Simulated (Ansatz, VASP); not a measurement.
**One calculation of C, two programs**

```
C
1.0
     0.00000    1.78577    1.78577
     1.78577    0.00000    1.78577
     1.78577    1.78577    0.00000
C
2
Cartesian
  1.7858 1.7858 1.7858
  2.6786 2.6786 2.6786
```

Change from the starting cell: the structure that the rattled cell fell into.

Alike in both runs: functional PBE; k mesh 12 × 12 × 12; occupations gaussian, width 0.02 eV; no spin polarisation.

Ansatz relaxed the structure, and its values are those at the end. VASP's run is a single point on that final structure, the one shown.

|  | VASP | Ansatz |
| --- | --- | --- |
| version | VASP 6.6.1 | Ansatz 0.2.0 |
| potentials or method | VASP PAW PBE potentials, release 64 (C), cutoff 520 eV | scalar-relativistic, plane waves, PAW |
| valence electrons in the cell | 8 | 8 |

|  | VASP | Ansatz | Ansatz less VASP |
| --- | --- | --- | --- |
| gap on the k mesh at the Fermi level (eV) | 4.14 | 4.15 | +0.007 |
| least direct gap on the mesh (eV) | 5.58 | 5.58 | +0.004 |
| pressure (GPa) | 0.7 | 0.0 | -0.66 |
